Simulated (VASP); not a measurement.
Input of a VASP 6.6.1 run:

File INCAR:

```
PREC     = Accurate       # precision mode
ENCUT    = 520            # plane-wave cutoff, eV
EDIFF    = 1E-6           # SCF threshold, eV
ISMEAR   = 0              # smearing method
SIGMA    = 0.15           # smearing width, eV
LREAL    = F              # projectors in reciprocal space
LASPH    = T              # aspherical terms in the spheres
NELM     = 80             # most SCF steps
ALGO     = Fast           # electronic algorithm
ISIF     = 2              # what is computed and relaxed
LWAVE    = F              # write WAVECAR
LCHARG   = F              # write CHGCAR
GGA      = PE             # functional
NBANDS   = 21             # bands
```

File KPOINTS:

```
regular mesh
0
Gamma
  12 12 6
```

POSCAR

```
AlNi
1.0
    2.8930835342      0.0000000000      0.0000000000
    0.0000000000      2.8930835342      0.0000000000
    0.0000000000      0.0000000000      5.7861670685
Al Ni
2 2
Direct
   -0.0014068568     -0.0115715065      0.4971656966
    0.0042205705      0.0347145194      0.0085029102
    0.4985931432      0.4884284935      0.2471656966
    0.4985931432      0.4884284935      0.7471656966
```

Potentials or basis: VASP PAW PBE potentials, release 64 (Al, Ni).

Run with:

```sh
$ cat potpaw_PBE.64/Al/POTCAR potpaw_PBE.64/Ni/POTCAR > POTCAR
$ mpirun -np 1 vasp_std > vasp.out
```

(1) What does it give for the largest force?

(2) What does it give for the pressure?

(3) What does it give for the band gap on the k mesh?

## Answers

(1) 1.047 eV/Å.

(2) 0.8 GPa.

(3) zero (bands 13 and 14 overlap by 2.79 eV).

Caveat: the cell differs from its parent crystal (atom 2 moved 0.15 Å); forces of over 1 eV/Å act on the atoms, so gaps and moduli don't describe the material at rest.
